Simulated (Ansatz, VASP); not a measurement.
# TiAl: VASP beside Ansatz

```
Ti Al
1.0
     3.17906    0.00000    0.00000
     0.00000    3.17906    0.00000
     0.00000    0.00000    3.17906
Ti Al
1 1
Direct
  0.00000 0.00000 0.00000
  0.50000 0.50000 0.50000
```

Alike in both runs: task single point; functional PBEsol; k mesh 16 × 16 × 16; no spin polarisation.

|  | VASP | Ansatz |
| --- | --- | --- |
| version | VASP 6.6.1 | Ansatz 0.2.0 |
| potentials or method | VASP PAW PBE potentials, release 64 (Ti_sv, Al), cutoff 520 eV | scalar-relativistic, plane waves, PAW |
| occupations | methfessel-paxton of order 1, width 0.4 eV | cold, width 0.4 eV |
| valence electrons in the cell | 15 | 15 |

VASP gave:

* gap on the k mesh at the Fermi level (eV): none
* pressure (GPa): -2.4

Q: What did Ansatz give for the same quantities?

A: gap on the k mesh at the Fermi level (eV): none; pressure (GPa): -2.3.

VASP's potentials were made for PBE, not for PBEsol. A gap of «none» marks a metal or a gap that the smearing closes.
